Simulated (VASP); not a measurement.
# MgO (P6_3mc) in VASP: further runs

MgO is run at these levels: PBE; tasks: relaxation of shape and atoms at fixed volume.

Everything below comes from runs of VASP 6.6.1. Logs are shortened: lines on timing, memory, paths and dates and some standing lists are left out, and cuts for length are marked.

### Step 1. The cell of the first run

It takes space group P6_3mc (No. 186, hexagonal). The conventional cell has a = 3.348 Å, b = 3.348 Å, c = 5.169 Å, α = 90.00°, β = 90.00°, γ = 120.00°. Within 2.7 Å of Mg (site symmetry 3m) lie 4 O at 2.01 to 2.03 Å. Within 2.7 Å of O (site symmetry 3m) lie 4 Mg at 2.01 to 2.03 Å.

### Step 2. Relaxation of shape and atoms at fixed volume, PBE (12.54 Å³/atom)

Contents of INCAR:

```
SYSTEM = MgO
PREC = Accurate ; ENCUT = 600
EDIFF = 1E-7 ; ISMEAR = 0
SIGMA = 0.02 ; LREAL = .FALSE.
LASPH = .TRUE. ; NELM = 80
ALGO = Normal ; ISIF = 4
LWAVE = .FALSE. ; LCHARG = .FALSE.
GGA = PE ; IBRION = 2
NSW = 50 ; EDIFFG = -0.01
```

Contents of KPOINTS:

```
regular mesh
0
G
  12 12 6
  0 0 0
```

Contents of POSCAR:

```
MgO
1.0
    3.3479032019      0.0000000000      0.0000000000
   -1.6739516009      2.8993692222      0.0000000000
    0.0000000000      0.0000000000      5.1689166704
Mg O
2 2
Direct
    0.3333333333      0.6666666667      0.0061939067
    0.6666666667      0.3333333333      0.5061939067
    0.3333333333      0.6666666667      0.3984060833
    0.6666666667      0.3333333333      0.8984060833
```

Potentials or basis: VASP PAW PBE potentials, release 64 (Mg, O).

Started as:

```
$ cat potpaw_PBE.64/Mg/POTCAR potpaw_PBE.64/O/POTCAR > POTCAR
$ mpirun -np 1 vasp_std > vasp.out
```

OUTCAR:

```text
SYSTEM = MgO
   PREC = Accurate
   ENCUT = 600
   EDIFF = 1E-7
   ISMEAR = 0
   LREAL = .FALSE.
   LASPH = .TRUE.
   NELM = 80
   ISIF = 4
   GGA = PE
   IBRION = 2
   NSW = 50
   EDIFFG = -0.01

 ion  position               nearest neighbor table
   1  0.333  0.667  0.006-   4 2.01   4 2.01   4 2.01   3 2.03   2 3.23   2 3.23   2 3.23   2 3.23
                             2 3.23   2 3.23
   2  0.667  0.333  0.506-   3 2.01   3 2.01   3 2.01   4 2.03   1 3.23   1 3.23   1 3.23   1 3.23
                             1 3.23   1 3.23
   3  0.333  0.667  0.398-   2 2.01   2 2.01   2 2.01   1 2.03
   4  0.667  0.333  0.898-   1 2.01   1 2.01   1 2.01   2 2.03

  LATTYP: Found a hexagonal cell.
 ALAT       =     3.3479032019
 C/A-ratio  =     1.5439265590

  Lattice vectors:

 A1 = (   3.3479032019,   0.0000000000,   0.0000000000)
 A2 = (  -1.6739516009,   2.8993692222,   0.0000000000)
 A3 = (   0.0000000000,   0.0000000000,   5.1689166704)

Analysis of symmetry for initial positions (statically):
=====================================================================
 Subroutine PRICEL returns:
 Original cell was already a primitive cell.

 Routine SETGRP: Setting up the symmetry group for a
 hexagonal supercell.

 Subroutine GETGRP returns: Found 12 space group operations
 (whereof  6 operations were pure point group operations)
 out of a pool of 24 trial point group operations.

The static configuration has the point symmetry C_3v.
 The point group associated with its full space group is C_6v.

Analysis of symmetry for dynamics (positions and initial velocities):
=====================================================================
 Subroutine PRICEL returns:
 Original cell was already a primitive cell.

 Routine SETGRP: Setting up the symmetry group for a
 hexagonal supercell.

 Subroutine GETGRP returns: Found 12 space group operations
 (whereof  6 operations were pure point group operations)
 out of a pool of 24 trial point group operations.

The dynamic configuration has the point symmetry C_3v.
 The point group associated with its full space group is C_6v.

 Subroutine INISYM returns: Found 12 space group operations
 (whereof  6 operations are pure point group operations),
 and found     1 'primitive' translations

----------------------------------------------------------------------------------------

                                     Primitive cell

[... 114 lines left out ...]
     AMIX_MAG =   1.60;   BMIX_MAG =  1.00
  volume/ion in A,a.u.               =      12.54        84.65
  Fermi-wavevector in a.u.,A,eV,Ry     =   1.118466  2.113595 17.020433  1.250967
  Thomas-Fermi vector in A             =   2.255097
   LORBIT       =      0    0 simple, 1 ext, 2 COOP (PROOUT), +10 PAW based schemes
   GGA     = PE    functional components
   LHFCALC =     F    Hartree Fock is set to
   AEXX    =    0.0000 exact exchange contribution
   IVDW    =     0    specifies the selected vdW correction
   LEPSILON=     F    determine dielectric tensor
   LRPA    =     F    only Hartree local field effects (RPA)
 conjugate gradient relaxation of ions
 non-spin polarized calculation
 Gauss-broadening in eV      SIGMA  =   0.02
  energy-cutoff  :      600.00
  volume of cell :       50.17
 maximum number of plane-waves:      1707
 NGX is ok and might be reduce to    28
   NGX = 13   NGY = 13   NGZ = 21

--------------------------------------- Ionic step        1  -------------------------------------------

 number of electron      16.0000008 magnetization

 Free energy of the ion-electron system (eV)
  ---------------------------------------------------
  ext. energy  EPLUGINS =         0.00000000
  ---------------------------------------------------
  free energy    TOTEN  =       -23.52338771 eV

  energy without entropy =      -23.52338771  energy(sigma->0) =      -23.52338771

------------------------ aborting loop because EDIFF is reached ----------------------------------------

  FORCE on cell =-STRESS in cart. coord.  units (eV):
  Direction    XX          YY          ZZ          XY          YZ          ZX
  --------------------------------------------------------------------------------------
  -------------------------------------------------------------------------------------
  Total       -1.2163553     -1.2163553     -1.0961194     -0.0000000     -0.0000000      0.0000000
  in kB      -38.8414175    -38.8414175    -35.0019724     -0.0000000     -0.0000000      0.0000000
  external PRESSURE =     -37.5616025 kB  Pullay stress =       0.0000000 kB
[... 139 lines left out ...]
--------------------------------------- Ionic step        5  -------------------------------------------

 number of electron      16.0000004 magnetization

 Free energy of the ion-electron system (eV)
  ---------------------------------------------------
  ext. energy  EPLUGINS =         0.00000000
  ---------------------------------------------------
  free energy    TOTEN  =       -23.52411327 eV

  energy without entropy =      -23.52411327  energy(sigma->0) =      -23.52411327

 E-fermi :   0.8665     XC(G=0):  -9.4815

 val. band max:        0.6997436610   @ k =   0.0000   0.0000   0.0000
 cond. band min:       3.9709255705   @ k =   0.0000   0.0000   0.0000
 fundamental gap:      3.2711819095
 Fermi energy:         0.8665267532

 k-point     1 :       0.0000    0.0000    0.0000
  band No.  band energies     occupation
      1     -15.2544      2.00000
      2     -14.5905      2.00000
      3      -2.3314      2.00000
      4       0.1674      2.00000
      5       0.1674      2.00000
      6       0.4436      2.00000
      7       0.4436      2.00000
      8       0.6997      2.00000
      9       3.9709      0.00000
     10       8.8648      0.00000
     11      10.4661      0.00000
     12      14.7430      0.00000
[... 331 lines left out ...]
 k-point    24 :       0.3333   -0.0000    0.1667
  band No.  band energies     occupation
      1     -14.8334      2.00000
      2     -14.5030      2.00000
      3      -1.8217      2.00000
      4      -1.4053      2.00000
      5      -0.8387      2.00000
      6      -0.1983      2.00000
      7       0.3173      2.00000
      8       0.3555      2.00000
      9       7.0487      0.00000
     10       8.9114      0.00000
     11      10.5080      0.00000
     12      11.6603      0.00000

 [... further k-points ...]

------------------------ aborting loop because EDIFF is reached ----------------------------------------

  FORCE on cell =-STRESS in cart. coord.  units (eV):
  Direction    XX          YY          ZZ          XY          YZ          ZX
  --------------------------------------------------------------------------------------
  -------------------------------------------------------------------------------------
  Total       -1.1267311     -1.1267311     -1.1659421     -0.0000000      0.0000000      0.0000000
  in kB      -35.9794830    -35.9794830    -37.2315921     -0.0000000      0.0000000      0.0000000
  external PRESSURE =     -36.3968527 kB  Pullay stress =       0.0000000 kB
[... 19 lines left out ...]
  FREE ENERGIE OF THE ION-ELECTRON SYSTEM (eV)
  ---------------------------------------------------
  free  energy   TOTEN  =       -23.5241132726 eV

  energy  without entropy=      -23.5241132726  energy(sigma->0) =      -23.52411327

 reached required accuracy - stopping structural energy minimisation
```

OSZICAR:

```text
N       E                     dE             d eps       ncg     rms          rms(c)
DAV:   1     0.817461861242E+02    0.81746E+02   -0.83045E+03  1824   0.131E+03
DAV:   2    -0.218662368757E+02   -0.10361E+03   -0.94934E+02  2560   0.248E+02
DAV:   3    -0.277245121536E+02   -0.58583E+01   -0.58297E+01  2288   0.653E+01
[... 39 lines left out ...]
DAV:   3    -0.235241173522E+02    0.32432E-03   -0.31994E-04  2188   0.189E-01    0.156E-02
DAV:   4    -0.235241129118E+02    0.44404E-05   -0.28540E-05  1988   0.512E-02    0.789E-03
DAV:   5    -0.235241131088E+02   -0.19705E-06   -0.66089E-07  2000   0.832E-03    0.443E-03
DAV:   6    -0.235241132624E+02   -0.15357E-06   -0.35745E-07  1900   0.669E-03    0.569E-04
DAV:   7    -0.235241132726E+02   -0.10194E-07   -0.39264E-08   912   0.197E-03
   5 F= -.23524113E+02 E0= -.23524113E+02  d E =-.725562E-03
```

CONTCAR:

```text
MgO
   1.00000000000000
     3.3375882788543381   -0.0000000000054152    0.0000000000000000
    -1.6687941393820132    2.8904362368178869   -0.0000000000000000
     0.0000000000000000   -0.0000000000000000    5.2009154444256573
  Mg              O
     2     2
Direct
     0.3333333332999970    0.6666666667000030    0.0075789017900783
     0.6666666667000030    0.3333333332999970    0.5075789017900784
     0.3333333332999970    0.6666666667000030    0.3970210882099230
     0.6666666667000030    0.3333333332999970    0.8970210882099229

  0.00000000E+00  0.00000000E+00  0.00000000E+00
  0.00000000E+00  0.00000000E+00  0.00000000E+00
  0.00000000E+00  0.00000000E+00  0.00000000E+00
  0.00000000E+00  0.00000000E+00  0.00000000E+00
```

Wall time 59 s (1 thread of Intel Xeon 6975P-C (Granite Rapids), shared host); peak memory 0.21 GiB.

Results:

```
Free energy                  : -23.5241 eV
Energy gained by relaxing    : 0.2 meV/atom
Ionic steps                  : 5
Pressure after relaxing      : -3.6 GPa
Largest force after relaxing : 0.009 eV/Å
Band gap on the k mesh       : 3.27 eV
```

Forces in eV/Å, atoms in the order of the input:
```
Mg   0.000  0.000  0.009
Mg   0.000  0.000  0.009
O    0.000  0.000 -0.009
O    0.000  0.000 -0.009
```

Step by step:
```tsv
step	energy change (eV)	largest force (eV/Å)	pressure (GPa)	volume (Å³)
1	0.0000	0.0232	-3.76	50.17
2	-0.0002	0.0212	-3.74	50.17
3	-0.0006	0.0147	-3.68	50.17
4	-0.0005	0.0008	-3.57	50.17
5	-0.0007	0.0086	-3.64	50.17
```

Final structure:
```yaml
crystal:
  lattice:
    - [3.33759, 0.00000, 0.00000]
    - [-1.66879, 2.89044, 0.00000]
    - [0.00000, 0.00000, 5.20092]
  atoms:
    - { symbol: Mg, position: [0.33333, 0.66667, 0.00758] }
    - { symbol: Mg, position: [0.66667, 0.33333, 0.50758] }
    - { symbol: O, position: [0.33333, 0.66667, 0.39702] }
    - { symbol: O, position: [0.66667, 0.33333, 0.89702] }
```

A k mesh can miss the band edges.

### Step 3. Relaxation of shape and atoms at fixed volume, PBE (12.91 Å³/atom)

This run uses another cell than the first one, of 12.91 Å³/atom.

Contents of INCAR:

```
SYSTEM = MgO
ALGO = Normal ; EDIFF = 1E-6
EDIFFG = -0.01 ; ENCUT = 600
GGA = PE ; IBRION = 2
ISIF = 4 ; ISMEAR = 0
LASPH = .TRUE. ; LCHARG = .FALSE.
LREAL = .FALSE. ; LWAVE = .FALSE.
NELM = 80 ; NSW = 50
PREC = Accurate ; SIGMA = 0.02
```

Contents of KPOINTS:

```
k-points
0
G
  12 12 6
  0 0 0
```

Contents of POSCAR:

```
MgO
1.0
    3.3711105514      0.0000000000      0.0000000000
   -1.6855552757      2.9194673765      0.0000000000
    0.0000000000      0.0000000000      5.2464793405
Mg O
2 2
Direct
    0.3333333333      0.6666666667      0.0074364196
    0.6666666667      0.3333333333      0.5074364196
    0.3333333333      0.6666666667      0.3971635704
    0.6666666667      0.3333333333      0.8971635704
```

Potentials or basis: VASP PAW PBE potentials, release 64 (Mg, O).

Started as:

```
$ cat potpaw_PBE.64/Mg/POTCAR potpaw_PBE.64/O/POTCAR > POTCAR
$ mpirun -np 1 vasp_std > vasp.out
```

Wall time 34 s (1 thread of Intel Xeon 6975P-C (Granite Rapids), shared host); peak memory 0.22 GiB.

It converged, with:

```
Free energy                  : -23.4808 eV
Energy gained by relaxing    : 0.1 meV/atom
Ionic steps                  : 3
Pressure after relaxing      : -6.4 GPa
Largest force after relaxing : 0.004 eV/Å
Band gap on the k mesh       : 3.14 eV
```

Forces on the atoms (eV/Å):
```
Mg   0.000  0.000  0.004
Mg   0.000  0.000  0.004
O    0.000  0.000 -0.004
O    0.000  0.000 -0.004
```

Stress tensor (GPa, compression positive):
```
-6.41  0.00  0.00
 0.00 -6.41  0.00
 0.00  0.00 -6.28
```

Step by step:
| step | energy change (eV) | largest force (eV/Å) | pressure (GPa) | volume (Å³) |
| --- | --- | --- | --- | --- |
| 1 | 0.0000 | 0.0221 | -6.38 | 51.64 |
| 2 | -0.0001 | 0.0173 | -6.41 | 51.64 |
| 3 | -0.0004 | 0.0037 | -6.37 | 51.64 |

Final structure:
```yaml
crystal:
  lattice:
    - [3.36615, 0.00000, 0.00000]
    - [-1.68307, 2.91517, 0.00000]
    - [0.00000, 0.00000, 5.26197]
  atoms:
    - { symbol: Mg, position: [0.33333, 0.66667, 0.00825] }
    - { symbol: Mg, position: [0.66667, 0.33333, 0.50825] }
    - { symbol: O, position: [0.33333, 0.66667, 0.39635] }
    - { symbol: O, position: [0.66667, 0.33333, 0.89635] }
```

Levels at points of the mesh, in eV from the valence-band top:
```csv
k point,band 4,band 5,band 6,band 7,band 8,band 9,band 10,band 11,band 12
"(0.00, 0.00, 0.00)",-0.50,-0.50,-0.23,-0.23,0.00,3.14,7.97,9.54,13.87
"(0.50, 0.00, 0.00)",-1.98,-1.50,-1.00,-0.68,-0.36,7.60,7.66,8.73,10.23
"(0.00, 0.00, 0.50)",-1.82,-0.36,-0.36,-0.36,-0.36,5.50,5.50,12.35,12.35
"(0.50, 0.00, 0.50)",-2.76,-0.70,-0.70,-0.61,-0.61,7.11,7.11,10.23,10.23
```

A k mesh can miss the band edges.
